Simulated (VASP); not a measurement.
Cd, 1 atom in the cell. The structure is cubic, space group Pm-3m (No. 221). Conventional cell: a = 2.855 Å, b = 2.855 Å, c = 2.855 Å, α = 90.00°, β = 90.00°, γ = 90.00°. Cd (site symmetry m-3m) has 6 Cd at 2.86 Å within 3.8 Å. 

* Program: VASP 6.6.1
* Task: single point
* Functional: LDA
* Potentials or basis: VASP PAW LDA potentials, release 64 (Cd)
* Cutoff: 520 eV
* k mesh: 12 × 12 × 12
* Occupations: fermi-dirac, width 0.136057 eV
* Spin: no spin polarisation
* Dipole correction: no
* Further INCAR settings: ALGO = Normal; EDIFF = 1e-07; NBANDS = 12

Potentials or basis: VASP PAW LDA potentials, release 64 (Cd).

Launch:

```sh
$ cat potpaw_LDA.64/Cd/POTCAR > POTCAR
$ mpirun -np 1 vasp_std > vasp.out
```

Hardware: 1 thread of Intel(R) Xeon(R) 6975P-C (Granite Rapids), with other jobs on the host.

**Question.** Estimate the wall time of this run.

**Answer.** It took 4.8 s on 1 thread of Intel(R) Xeon(R) 6975P-C (Granite Rapids), with other jobs on the host, peak memory 0.14 GiB. Counts: scf iterations 11, k points 84.
